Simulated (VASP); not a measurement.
# Ge5Br (P-62m) in VASP: notebook, part 2 of 2

VASP 6.6.1. Earlier steps stand in the parts before.

**4. Relaxation of cell and atoms, PBE**

INCAR

```
SYSTEM = Ge5Br
PREC = Accurate ; ENCUT = 600
EDIFF = 1E-6 ; ISMEAR = 0
SIGMA = 0.1 ; LREAL = .False.
LASPH = .True. ; NELM = 60
ALGO = Fast ; ISIF = 3
LWAVE = .False. ; LCHARG = .False.
GGA = PE ; IBRION = 2
NSW = 90 ; EDIFFG = -0.04
```

KPOINTS

```
Automatic mesh
0
Gamma
  3 3 4
  0 0 0
```

POSCAR

```
Ge5Br
1.0
    5.8700226700      0.0000000000      0.0000000000
   -2.9350113400      5.0835887500      0.0000000000
    0.0000000000      0.0000000000      5.3176988000
Ge Br
5 1
Direct
    0.3333333300      0.6666666700      0.5000000000
    0.0000000000      0.6884842500      0.0000000000
    0.6884842500      0.0000000000      0.0000000000
    0.3115157500      0.3115157500      0.0000000000
    0.6666666700      0.3333333300      0.5000000000
    0.0000000000      0.0000000000      0.5000000000
```

Potentials or basis: VASP PAW PBE potentials, release 64 (Ge_d, Br).

Started as:

```console
$ cat potpaw_PBE.64/Ge_d/POTCAR potpaw_PBE.64/Br/POTCAR > POTCAR
$ mpirun -np 1 vasp_std > vasp.out
```

OUTCAR:

```text
SYSTEM = Ge5Br
   PREC = Accurate
   ENCUT = 600
   EDIFF = 1E-6
   ISMEAR = 0
   LREAL = .False.
   LASPH = .True.
   NELM = 60
   ISIF = 3
   GGA = PE
   IBRION = 2
   NSW = 90
   EDIFFG = -0.04

 ion  position               nearest neighbor table
   1  0.333  0.667  0.500-
   2  0.000  0.688  0.000-
   3  0.688  0.000  0.000-
   4  0.312  0.312  0.000-
   5  0.667  0.333  0.500-
   6  0.000  0.000  0.500-

  LATTYP: Found a hexagonal cell.
 ALAT       =     5.8700226700
 C/A-ratio  =     0.9059077109

  Lattice vectors:

 A1 = (   5.8700226700,   0.0000000000,   0.0000000000)
 A2 = (  -2.9350113400,   5.0835887500,   0.0000000000)
 A3 = (   0.0000000000,   0.0000000000,   5.3176988000)

Analysis of symmetry for initial positions (statically):
=====================================================================
 Subroutine PRICEL returns:
 Original cell was already a primitive cell.

 Routine SETGRP: Setting up the symmetry group for a
 hexagonal supercell.

 Subroutine GETGRP returns: Found 12 space group operations
 (whereof 12 operations were pure point group operations)
 out of a pool of 24 trial point group operations.

The static configuration has the point symmetry D_3h.

Analysis of symmetry for dynamics (positions and initial velocities):
=====================================================================
 Subroutine PRICEL returns:
 Original cell was already a primitive cell.

 Routine SETGRP: Setting up the symmetry group for a
 hexagonal supercell.

 Subroutine GETGRP returns: Found 12 space group operations
 (whereof 12 operations were pure point group operations)
 out of a pool of 24 trial point group operations.

The dynamic configuration has the point symmetry D_3h.

 Subroutine INISYM returns: Found 12 space group operations
 (whereof 12 operations are pure point group operations),
 and found     1 'primitive' translations

----------------------------------------------------------------------------------------

                                     Primitive cell

  volume of cell :     158.6843

[... 98 lines left out ...]
   IMIX   =      4    mixing-type and parameters
     AMIX     =   0.40;   BMIX     =  1.00
     AMIX_MAG =   1.60;   BMIX_MAG =  1.00
  volume/ion in A,a.u.               =      26.45       178.48
  Fermi-wavevector in a.u.,A,eV,Ry     =   1.286453  2.431043 22.517099  1.654960
  Thomas-Fermi vector in A             =   2.418526
   LORBIT       =      0    0 simple, 1 ext, 2 COOP (PROOUT), +10 PAW based schemes
   GGA     = PE    functional components
   LHFCALC =     F    Hartree Fock is set to
   AEXX    =    0.0000 exact exchange contribution
   IVDW    =     0    specifies the selected vdW correction
   LEPSILON=     F    determine dielectric tensor
   LRPA    =     F    only Hartree local field effects (RPA)
 conjugate gradient relaxation of ions
 non-spin polarized calculation
 RMM-DIIS sequential band-by-band and
 Gauss-broadening in eV      SIGMA  =   0.10
  energy-cutoff  :      600.00
  volume of cell :      158.68
 maximum number of plane-waves:      5326
 NGX is ok and might be reduce to    48
   NGX = 23   NGY = 23   NGZ = 21

--------------------------------------- Ionic step        1  -------------------------------------------

 number of electron      76.9999945 magnetization

 Free energy of the ion-electron system (eV)
  ---------------------------------------------------
  ext. energy  EPLUGINS =         0.00000000
  ---------------------------------------------------
  free energy    TOTEN  =       -20.87553690 eV

  energy without entropy =      -20.85189619  energy(sigma->0) =      -20.86371654

 E-fermi :   3.5993     XC(G=0):  -9.6264

 val. band max:        3.5522445037   @ k =   0.3333   0.3333   0.5000
 cond. band min:       3.6207405260   @ k =   0.3333   0.0000   0.2500
 fundamental gap:      0.0684960223
 Fermi energy:         3.5993022837

 k-point     1 :       0.0000    0.0000    0.0000
  band No.  band energies     occupation
      1     -21.3410      2.00000
      2     -21.3284      2.00000
      3     -21.3234      2.00000
      4     -21.3234      2.00000
      5     -21.3227      2.00000
      6     -21.3227      2.00000
[... 543 lines left out ...]
  FREE ENERGIE OF THE ION-ELECTRON SYSTEM (eV)
  ---------------------------------------------------
  free  energy   TOTEN  =       -21.7888126940 eV

  energy  without entropy=      -21.7676926056  energy(sigma->0) =      -21.77825265

[... ionic steps 4 to 12 ...]

--------------------------------------- Ionic step       13  -------------------------------------------

 number of electron      77.0000003 magnetization

------------------------ aborting loop because EDIFF is reached ----------------------------------------
[... 75 lines left out ...]
--------------------------------------- Ionic step       15  -------------------------------------------

 number of electron      76.9999989 magnetization

 Free energy of the ion-electron system (eV)
  ---------------------------------------------------
  ext. energy  EPLUGINS =         0.00000000
  ---------------------------------------------------
  free energy    TOTEN  =       -22.53610454 eV

  energy without entropy =      -22.52854092  energy(sigma->0) =      -22.53232273

 E-fermi :   5.1942     XC(G=0): -10.4974

 val. band max:        5.0971628514   @ k =   0.3333   0.0000   0.2500
 cond. band min:       5.3874030099   @ k =   0.3333   0.0000   0.5000
 fundamental gap:      0.2902401585
 Fermi energy:         5.1942354191

 k-point     1 :       0.0000    0.0000    0.0000
  band No.  band energies     occupation
      1     -19.5960      2.00000
      2     -19.5960      2.00000
      3     -19.5867      2.00000
      4     -19.5867      2.00000
      5     -19.5793      2.00000
      6     -19.5793      2.00000
[... 463 lines left out ...]
  FREE ENERGIE OF THE ION-ELECTRON SYSTEM (eV)
  ---------------------------------------------------
  free  energy   TOTEN  =       -22.5361045449 eV

  energy  without entropy=      -22.5285409223  energy(sigma->0) =      -22.53232273

 reached required accuracy - stopping structural energy minimisation
```

OSZICAR:

```text
N       E                     dE             d eps       ncg     rms          rms(c)
DAV:   1     0.903141647579E+03    0.90314E+03   -0.39874E+04   978   0.434E+03
DAV:   2     0.152879769707E+03   -0.75026E+03   -0.73180E+03   828   0.108E+03
DAV:   3    -0.587277251589E+01   -0.15875E+03   -0.15311E+03   884   0.252E+02
[... 173 lines left out ...]
RMM:   5    -0.225360334690E+02   -0.22866E-03   -0.31283E-03  1054   0.368E-01    0.808E-02
RMM:   6    -0.225360951042E+02   -0.61635E-04   -0.42541E-04  1082   0.139E-01    0.134E-02
RMM:   7    -0.225361036211E+02   -0.85169E-05   -0.80405E-05  1026   0.491E-02    0.401E-03
RMM:   8    -0.225361040349E+02   -0.41375E-06   -0.16082E-05   788   0.271E-02    0.352E-03
RMM:   9    -0.225361045449E+02   -0.51001E-06   -0.33856E-06   552   0.121E-02
  15 F= -.22536105E+02 E0= -.22532323E+02  d E =-.192830E-02
```

CONTCAR:

```text
Ge5Br
   1.00000000000000
     5.6459613317497688    0.0000000003091831   -0.0000000000000000
    -2.8229806704162717    4.8895459393521259   -0.0000000000000000
    -0.0000000000000000    0.0000000000000000    4.6709012569287882
  Ge              Br
     5     1
Direct
     0.3333333300000021    0.6666666699999979    0.5000000000000000
     0.9999999999996403    0.5768887187466278    0.0000000000000000
     0.5768887187466432    0.9999999999996477    1.0000000000000000
     0.4231112812537168    0.4231112812537244    0.0000000000000000
     0.6666666699999979    0.3333333300000021    0.5000000000000000
     0.0000000000000000    0.0000000000000000    0.5000000000000000

  0.00000000E+00  0.00000000E+00  0.00000000E+00
  0.00000000E+00  0.00000000E+00  0.00000000E+00
  0.00000000E+00  0.00000000E+00  0.00000000E+00
  0.00000000E+00  0.00000000E+00  0.00000000E+00
  0.00000000E+00  0.00000000E+00  0.00000000E+00
  0.00000000E+00  0.00000000E+00  0.00000000E+00
```

It took 23 min on 1 thread of Oxide Virtual Turin-like, shared host; peak memory 0.31 GiB.

Results:

```
Free energy                           : -22.5361 eV
Relaxed volume                        : 21.49 Å³/atom
Relaxed cell                          : a = 5.646 Å, b = 5.646 Å, c = 4.671 Å, α = 90.00°, β = 90.00°, γ = 120.00°
Space group after relaxing (to 0.1 Å) : P-62m (No. 189)
Energy gained by relaxing             : 276.8 meV/atom
Ionic steps                           : 15
Pressure after relaxing               : 0.2 GPa
Band gap on the k mesh                : zero (an odd number of electrons rules out a gap without spin polarisation)
```

Forces on the atoms (eV/Å):
```
Ge   0.000  0.000  0.000
Ge  -0.001  0.003  0.000
Ge   0.003  0.000  0.000
Ge  -0.001 -0.003  0.000
Ge   0.000  0.000  0.000
Br   0.000  0.000  0.000
```

Step by step:
| step | energy change (eV) | largest force (eV/Å) | pressure (GPa) | volume (Å³) |
| --- | --- | --- | --- | --- |
| 1 | 0.0000 | 0.4929 | -7.20 | 158.68 |
| 2 | -0.8638 | 0.8041 | -1.96 | 132.92 |
| 3 | -0.9133 | 0.8931 | 0.35 | 126.86 |
| 4 | -1.0365 | 0.7682 | 0.60 | 125.91 |
| 5 | -1.3184 | 0.5269 | 1.58 | 123.09 |
| 6 | -1.3867 | 0.0963 | 6.30 | 117.31 |
| 7 | -1.4444 | 0.2239 | 4.17 | 119.51 |
| 8 | -1.5500 | 0.2125 | 2.05 | 123.63 |
| 9 | -1.6184 | 0.1942 | -0.45 | 129.95 |
| 10 | -1.6200 | 0.1864 | -0.88 | 130.98 |
| 11 | -1.6349 | 0.1476 | -0.71 | 130.90 |
| 12 | -1.6550 | 0.0587 | -0.54 | 130.72 |
| 13 | -1.6458 | 0.0806 | -0.18 | 130.34 |
| 14 | -1.6586 | 0.0063 | -0.51 | 130.59 |
| 15 | -1.6606 | 0.0029 | 0.17 | 128.95 |

Final structure:
```yaml
crystal:
  lattice:
    - [5.64596, 0.00000, 0.00000]
    - [-2.82298, 4.88955, 0.00000]
    - [0.00000, 0.00000, 4.67090]
  atoms:
    - { symbol: Ge, position: [0.33333, 0.66667, 0.50000] }
    - { symbol: Ge, position: [0.00000, 0.57689, 0.00000] }
    - { symbol: Ge, position: [0.57689, 0.00000, 0.00000] }
    - { symbol: Ge, position: [0.42311, 0.42311, 0.00000] }
    - { symbol: Ge, position: [0.66667, 0.33333, 0.50000] }
    - { symbol: Br, position: [0.00000, 0.00000, 0.50000] }
```

Levels at points of the mesh, in eV from the Fermi level:
| k point | band 35 | band 36 | band 37 | band 38 | band 39 | band 40 | band 41 | band 42 | band 43 | band 44 |
| --- | --- | --- | --- | --- | --- | --- | --- | --- | --- | --- |
| (0.00, 0.00, 0.00) | -1.94 | -1.23 | -0.70 | -0.70 | 0.25 | 0.73 | 0.73 | 1.09 | 1.09 | 2.18 |
| (0.00, 0.00, 0.50) | -3.26 | -2.97 | -2.97 | -1.84 | -1.84 | 2.31 | 2.85 | 3.33 | 3.33 | 5.16 |

Caveat: the k points lie up to 0.43 Å⁻¹ apart in the final cell, too coarse for converged energies and pressures of a metal; the volume moved by over 15 % at a fixed basis, so the end points are rough; an odd number of electrons without spin polarisation forces a metal; a magnetic or distorted state may lie lower.

**5. Relaxation of cell and atoms, PBE**

This run uses another cell than the first one, of 21.56 Å³/atom.

INCAR

```
ALGO = Fast ; EDIFF = 1E-7
EDIFFG = -0.04 ; ENCUT = 600
GGA = PE ; IBRION = 2
ISIF = 3 ; ISMEAR = 0
LASPH = True ; LCHARG = False
LREAL = False ; LWAVE = False
NELM = 60 ; NSW = 90
PREC = Accurate ; SIGMA = 0.1
```

KPOINTS

```
k-points
0
Gamma
  6 6 4
```

POSCAR

```
Ge5Br
1.0
    5.6516902873      0.0000000000      0.0000000000
   -2.8258451437      4.8945073632      0.0000000000
    0.0000000000      0.0000000000      4.6763746368
Ge Br
5 1
Direct
    0.3333333333      0.6666666667      0.5000000000
    0.0000000000      0.5765012460      0.0000000000
    0.5765012460      0.0000000000      0.0000000000
    0.4234987540      0.4234987540      0.0000000000
    0.6666666667      0.3333333333      0.5000000000
    0.0000000000      0.0000000000      0.5000000000
```

Potentials or basis: VASP PAW PBE potentials, release 64 (Ge_d, Br).

Started as:

```console
$ cat potpaw_PBE.64/Ge_d/POTCAR potpaw_PBE.64/Br/POTCAR > POTCAR
$ mpirun -np 1 vasp_std > vasp.out
```

OUTCAR:

```text
EDIFF = 1E-7
   EDIFFG = -0.04
   ENCUT = 600
   GGA = PE
   IBRION = 2
   ISIF = 3
   ISMEAR = 0
   LASPH = True
   LREAL = False
   NELM = 60
   NSW = 90
   PREC = Accurate

 ion  position               nearest neighbor table
   1  0.333  0.667  0.500-   2 2.88   2 2.88   3 2.88   3 2.88   4 2.88   4 2.88
   2  0.000  0.577  0.000-   1 2.88   1 2.88   5 2.88   5 2.88
   3  0.577  0.000  0.000-   5 2.88   5 2.88   1 2.88   1 2.88
   4  0.423  0.423  0.000-   5 2.88   5 2.88   1 2.88   1 2.88
   5  0.667  0.333  0.500-   3 2.88   3 2.88   2 2.88   2 2.88   4 2.88   4 2.88
   6  0.000  0.000  0.500-

  LATTYP: Found a hexagonal cell.
 ALAT       =     5.6516902873
 C/A-ratio  =     0.8274293882

  Lattice vectors:

 A1 = (   5.6516902873,   0.0000000000,   0.0000000000)
 A2 = (  -2.8258451437,   4.8945073632,   0.0000000000)
 A3 = (   0.0000000000,   0.0000000000,   4.6763746368)

[... 298 lines left out ...]

[... ionic steps 4 to 8 ...]

--------------------------------------- Ionic step        9  -------------------------------------------

 number of electron      76.9999983 magnetization

------------------------ aborting loop because EDIFF is reached ----------------------------------------
[... 75 lines left out ...]
--------------------------------------- Ionic step       11  -------------------------------------------

 number of electron      76.9999979 magnetization

 Free energy of the ion-electron system (eV)
  ---------------------------------------------------
  ext. energy  EPLUGINS =         0.00000000
  ---------------------------------------------------
  free energy    TOTEN  =       -22.56504641 eV

  energy without entropy =      -22.54767652  energy(sigma->0) =      -22.55636147

 E-fermi :   5.0183     XC(G=0): -10.4451

 val. band max:        5.0036324699   @ k =   0.0000   0.0000   0.0000
 cond. band min:       5.0658682070   @ k =   0.3333   0.1667   0.0000
 fundamental gap:      0.0622357371
 Fermi energy:         5.0182670516

 k-point     1 :       0.0000    0.0000    0.0000
  band No.  band energies     occupation
      1     -19.7522      2.00000
      2     -19.7522      2.00000
      3     -19.7333      2.00000
      4     -19.7333      2.00000
      5     -19.7281      2.00000
      6     -19.7262      2.00000
[... 1051 lines left out ...]
  FREE ENERGIE OF THE ION-ELECTRON SYSTEM (eV)
  ---------------------------------------------------
  free  energy   TOTEN  =       -22.5650464140 eV

  energy  without entropy=      -22.5476765210  energy(sigma->0) =      -22.55636147

 reached required accuracy - stopping structural energy minimisation
```

OSZICAR:

```text
N       E                     dE             d eps       ncg     rms          rms(c)
DAV:   1     0.916325818128E+03    0.91633E+03   -0.39401E+04  2356   0.477E+03
DAV:   2     0.156884708538E+03   -0.75944E+03   -0.73888E+03  1932   0.114E+03
DAV:   3    -0.708662557452E+01   -0.16397E+03   -0.15860E+03  2036   0.262E+02
[... 126 lines left out ...]
RMM:   5    -0.225649670502E+02   -0.31561E-03   -0.60751E-03  2445   0.525E-01    0.497E-02
RMM:   6    -0.225650364132E+02   -0.69363E-04   -0.87814E-04  2619   0.191E-01    0.191E-02
RMM:   7    -0.225650447778E+02   -0.83646E-05   -0.10630E-04  2479   0.656E-02    0.939E-03
RMM:   8    -0.225650461252E+02   -0.13474E-05   -0.21587E-05  2583   0.261E-02    0.181E-03
RMM:   9    -0.225650464572E+02   -0.33192E-06   -0.22665E-06  2068   0.881E-03    0.167E-03
RMM:  10    -0.225650464140E+02    0.43123E-07   -0.30076E-07  1459   0.434E-03
  11 F= -.22565046E+02 E0= -.22556361E+02  d E =-.223430E-01
```

CONTCAR:

```text
Ge5Br
   1.00000000000000
     5.4731929709935159    0.0000000000018848   -0.0000000000000000
    -2.7365964855435467    4.7399241527628924   -0.0000000000000001
     0.0000000000000000    0.0000000000000000    5.0013803296058086
  Ge              Br
     5     1
Direct
     0.3333333332999970    0.6666666667000030    0.5000000000000000
     0.9999999999999991    0.5432583380770464    0.0000000000000000
     0.5432583380770502    0.0000000000000009    0.0000000000000000
     0.4567416619229509    0.4567416619229527    0.0000000000000000
     0.6666666667000030    0.3333333332999970    0.5000000000000000
     1.0000000000000000    1.0000000000000000    0.5000000000000000

  0.00000000E+00  0.00000000E+00  0.00000000E+00
  0.00000000E+00  0.00000000E+00  0.00000000E+00
  0.00000000E+00  0.00000000E+00  0.00000000E+00
  0.00000000E+00  0.00000000E+00  0.00000000E+00
  0.00000000E+00  0.00000000E+00  0.00000000E+00
  0.00000000E+00  0.00000000E+00  0.00000000E+00
```

It took 39 min on 1 thread of Oxide Virtual Turin-like, shared host; peak memory 0.35 GiB.

What came out:

- Free energy: -22.5650 eV
- Relaxed volume: 21.62 Å³/atom
- Relaxed cell: a = 5.473 Å, b = 5.473 Å, c = 5.001 Å, α = 90.00°, β = 90.00°, γ = 120.00°
- Space group after relaxing (to 0.1 Å): P-62m (No. 189)
- Energy gained by relaxing: 16.9 meV/atom
- Ionic steps: 11
- Pressure after relaxing: 0.0 GPa
- Largest force after relaxing: 0.020 eV/Å
- Band gap on the k mesh: zero (an odd number of electrons rules out a gap without spin polarisation)

Forces in eV/Å, atoms in the order of the input:
```
Ge   0.000  0.000  0.000
Ge   0.010 -0.018  0.000
Ge  -0.020  0.000  0.000
Ge   0.010  0.018  0.000
Ge   0.000  0.000  0.000
Br   0.000  0.000  0.000
```

The path:
| step | energy change (eV) | largest force (eV/Å) | pressure (GPa) | volume (Å³) |
| --- | --- | --- | --- | --- |
| 1 | 0.0000 | 0.0664 | 0.02 | 129.36 |
| 2 | -0.0139 | 0.0737 | -0.14 | 129.41 |
| 3 | -0.0538 | 0.0922 | -0.37 | 129.48 |
| 4 | -0.0728 | 0.0842 | -0.23 | 129.29 |
| 5 | -0.0764 | 0.0947 | -0.33 | 129.40 |
| 6 | -0.0766 | 0.0932 | -0.33 | 129.39 |
| 7 | -0.0778 | 0.0704 | 0.59 | 127.42 |
| 8 | -0.0788 | 0.0803 | 0.20 | 128.21 |
| 9 | -0.0824 | 0.0711 | 0.20 | 128.37 |
| 10 | -0.0912 | 0.0503 | 0.16 | 128.83 |
| 11 | -0.1012 | 0.0204 | 0.04 | 129.75 |

Final structure:
```xyz
6
Lattice="5.4732 0.0000 0.0000 -2.7366 4.7399 0.0000 0.0000 0.0000 5.0014" Properties=species:S:1:pos:R:3 pbc="T T T"
Ge    0.0000    3.1599    2.5007
Ge    3.9865    2.5750    0.0000
Ge    2.9734    0.0000    0.0000
Ge    1.2499    2.1649    0.0000
Ge    2.7366    1.5800    2.5007
Br    2.7366    4.7399    2.5007
```

Caveat: an odd number of electrons without spin polarisation forces a metal; a magnetic or distorted state may lie lower.

**6. Overview**

| task | cell | k mesh | cutoff (eV) | gap on the mesh (eV) | pressure (GPa) | relaxed volume (Å³/atom) | largest force (eV/Å) |
| --- | --- | --- | --- | --- | --- | --- | --- |
| single point | a = 5.870, b = 5.870, c = 5.318 Å, angles 90.0, 90.0, 120.0°, 6 atoms, atomic positions A | 3 × 3 × 4 | 520 | none | -7.2 | - | 0.49 |
| single point | a = 5.486, b = 5.486, c = 4.998 Å, angles 90.0, 90.0, 120.0°, 6 atoms, atomic positions B | 6 × 6 × 4 | 520 | none | 0.0 | - | - |
| relaxation of cell and atoms | relaxed from a = 5.870, b = 5.870, c = 5.318 Å, angles 90.0, 90.0, 120.0°, 6 atoms, atomic positions A | 3 × 3 × 4 | 600 | none | 0.2 | 21.49 | - |
| relaxation of cell and atoms | relaxed from a = 5.652, b = 5.652, c = 4.676 Å, angles 90.0, 90.0, 120.0°, 6 atoms, atomic positions C | 6 × 6 × 4 | 600 | none | 0.0 | 21.62 | 0.02 |

Alike in all rows: level PBE; potentials or basis VASP PAW PBE potentials, release 64 (Ge_d, Br); no spin polarisation; smearing gaussian 0.1 eV.

Caveats: some runs use coarse meshes; an odd number of electrons without spin polarisation forces a metal; a magnetic or distorted state may lie lower; the volume moved by over 15 % at a fixed basis, so the end points are rough (at least some runs).

Total energies depend on the potentials used, so only differences within one code and one set of settings carry meaning.

The gap in the log of VASP goes by the Fermi energy; the results here count the filled bands.